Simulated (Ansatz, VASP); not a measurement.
# Al: VASP beside Ansatz

Contents of INCAR:

```
SYSTEM = Al
ALGO = Normal
EDIFF = 1E-7
EDIFFG = -0.001
ENCUT = 500
GGA = CA
GGA_COMPAT = .False.
IBRION = 2
ISIF = 3
ISMEAR = -1
LASPH = .True.
LCHARG = .False.
LREAL = .False.
LWAVE = .False.
NELM = 120
NELMIN = 4
NSW = 80
PREC = Accurate
SIGMA = 0.15
```

File KPOINTS:

```
k-points
0
Gamma
  16 16 16
  0 0 0
```

POSCAR

```
Al
1.0
   -1.5957183179      1.5957183179      1.5957183179
    1.5957183179     -1.5957183179      1.5957183179
    1.5957183179      1.5957183179     -1.5957183179
Al
1
Direct
    0.0000000000      0.0000000000      0.0000000000
```

Input for Ansatz:

```yaml
crystal:
  lattice:
    - [-1.5957183179, 1.5957183179, 1.5957183179]
    - [1.5957183179, -1.5957183179, 1.5957183179]
    - [1.5957183179, 1.5957183179, -1.5957183179]
  atoms:
    - { symbol: Al, position: [0.0, 0.0, 0.0] }
basis:
  ecutwfc: 420
kpoints:
  mp_grid: { grid: [16, 16, 16] }
hamiltonian:
  xc: lda
scf:
  occupations: { method: fermi_dirac, width: 0.15 }
output:
  forces: true
  stress: true
  eigenvalues: true
relax:
  adjacent_minimum: "off"
  f_tol: 0.001
  max_steps: 60
  cell: { stress_tol: 0.01 }
```

Alike in both runs: task relaxation of cell and atoms; functional LDA; k mesh 16 × 16 × 16; occupations fermi-dirac, width 0.15 eV; no spin polarisation.

|  | VASP | Ansatz |
| --- | --- | --- |
| version | VASP 6.6.1 | Ansatz 0.2.0 |
| potentials or method | VASP PAW LDA potentials, release 64 (Al), cutoff 500 eV | scalar-relativistic, plane waves, PAW |
| valence electrons in the cell | 3 | 3 |

|  | VASP | Ansatz | Ansatz less VASP |
| --- | --- | --- | --- |
| gap on the k mesh at the Fermi level, each at its own relaxed structure (eV) | none | none | - |
| relaxed volume (Å³/atom) | 16.23 | 16.22 | -0.013 |
| relaxed cell length with the largest relative difference (Å) | 2.763 | 2.762 | -0.0007 |

LDA's correlation is that of Perdew and Zunger in VASP and of Perdew and Wang (1992) in Ansatz. A gap of «none» marks a metal or a gap that the smearing closes.
